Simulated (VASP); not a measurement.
RhN (CsCl type), 2 atoms in the cell. The structure is cubic, space group Pm-3m (No. 221). Conventional cell: a = 2.334 Å, b = 2.334 Å, c = 2.334 Å, α = 90.00°, β = 90.00°, γ = 90.00°. Rh (site symmetry m-3m) has 8 N at 2.02 Å and 6 Rh at 2.33 Å within 2.7 Å. N (site symmetry m-3m) has 8 Rh at 2.02 Å and 6 N at 2.33 Å within 2.7 Å.  This cell differs from its parent crystal: volume scaled by 0.68.

* Program: VASP 6.6.1
* Task: single point
* Functional: LDA
* Potentials or basis: VASP PAW LDA potentials, release 64 (Rh_pv, N)
* Cutoff: 520 eV
* k mesh: 15 × 15 × 15
* Occupations: fermi-dirac, width 0.1 eV
* Spin: no spin polarisation
* Dipole correction: no
* Further INCAR settings: ALGO = Normal; EDIFF = 1e-07; NBANDS = 17

Potentials or basis: VASP PAW LDA potentials, release 64 (Rh_pv, N).

The run is started by

```bash
$ cat potpaw_LDA.64/Rh_pv/POTCAR potpaw_LDA.64/N/POTCAR > POTCAR
$ mpirun -np 1 vasp_std > vasp.out
```

Hardware: 1 thread of Intel(R) Xeon(R) 6975P-C (Granite Rapids), on a shared host.

Q: How long does it take, and how much memory?

A: Wall time 9.4 s on 1 thread of Intel(R) Xeon(R) 6975P-C (Granite Rapids), on a shared host, peak memory 0.13 GiB. Counts: scf iterations 13, k points 120.
